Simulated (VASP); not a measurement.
Write the native input for VASP 6.6.1 that does the following.

| Quantity | Value |
| --- | --- |
| Task | single point |
| Functional | PBE |
| Potentials or basis | VASP PAW PBE potentials, release 64 (Te, Mo_sv) |
| Cutoff | 520 eV |
| k mesh | 12 × 12 × 2 |
| Occupations | gaussian, width 0.05 eV |
| Spin | no spin polarisation |
| Dipole correction | no |
| Further INCAR settings | ALGO = Normal; EDIFF = 1e-07; NBANDS = 35 |

The structure of Te2Mo lies in POSCAR:

```
Te2Mo
1.0
    3.3792131114      0.0000000000      0.0000000000
   -1.6896065557      2.9264843993      0.0000000000
    0.0000000000      0.0000000000     14.8246006916
Te Mo
4 2
Direct
    0.3333333333      0.6666666667      0.6310943552
    0.6666666667      0.3333333333      0.1310943552
    0.3333333333      0.6666666667      0.8689056448
    0.6666666667      0.3333333333      0.3689056448
    0.3333333333      0.6666666667      0.2500000000
    0.6666666667      0.3333333333      0.7500000000
```

This cell differs from its parent crystal: strain -0.050 along x and y, -0.025 along z.

One way to write it, as run:

INCAR

```
PREC = Accurate
ENCUT = 520
EDIFF = 1E-7
ISMEAR = 0
SIGMA = 0.05
LREAL = False
LASPH = True
NELM = 60
ALGO = Normal
ISIF = 2
LWAVE = False
LCHARG = False
GGA = PE
NBANDS = 35
```

KPOINTS

```
regular mesh
0
Gamma
  12 12 2
```

Potentials or basis: VASP PAW PBE potentials, release 64 (Te, Mo_sv).

Launch:

```sh
$ cat potpaw_PBE.64/Te/POTCAR potpaw_PBE.64/Mo_sv/POTCAR > POTCAR
$ mpirun -np 1 vasp_std > vasp.out
```

Results of the run:

| Item | Value |
| --- | --- |
| Pressure | 14.3 GPa |
| Largest force | 1.816 eV/Å |
| Band gap on the k mesh | 1.03 eV (least direct gap 1.35 eV) |

Caveat: the cell differs from its parent crystal (strain -0.050 along x and y, -0.025 along z); the cell stands under pressure; spin-orbit coupling is left out, which moves the levels of the heavy elements; this functional lacks dispersion, which binds layers or chains, so the pressure and a relaxed spacing across them are unreliable; forces of over 1 eV/Å act on the atoms, so gaps and moduli don't describe the material at rest.

It took 8 min on 1 thread of Intel Xeon 8259CL, on a shared host, peak memory 0.38 GiB.
